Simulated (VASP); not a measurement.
V, 2 atoms in the cell. It takes space group P6_3/mmc (No. 194, hexagonal). Conventional cell: a = 2.604 Å, b = 2.604 Å, c = 4.723 Å, α = 90.00°, β = 90.00°, γ = 120.00°. Within 3.4 Å of V (site symmetry -6m2) lie 12 V at 2.60 to 2.80 Å. This isn't the form of V at room conditions, which is bcc.

```yaml
Program: VASP 6.6.1
Task: single point
Functional: PBEsol
Potentials_or_basis: VASP PAW PBE potentials, release 64 (V_sv)
Cutoff: 520 eV
k_mesh: 10 × 10 × 5
Occupations: fermi-dirac, width 0.05 eV
Spin: collinear spin, ferromagnetic start
Starting_moments: "[3.0, 3.0] μB"
Fixed_moment: 6 μB
Dipole_correction: no
Further_INCAR_settings: ALGO = Normal; EDIFF = 1e-06; NBANDS = 24
```

Potentials or basis: VASP PAW PBE potentials, release 64 (V_sv).

Run with:

```sh
$ cat potpaw_PBE.64/V_sv/POTCAR > POTCAR
$ mpirun -np 1 vasp_std > vasp.out
```

Hardware: 1 thread of Intel(R) Xeon(R) Platinum 8488C (Sapphire Rapids), on a shared host.

Question: How long does it take, and how much memory?

Answer: Run time: 28 s on 1 thread of Intel(R) Xeon(R) Platinum 8488C (Sapphire Rapids), with other jobs on the host, peak memory 0.17 GiB. Counts: scf iterations 13, k points 42.
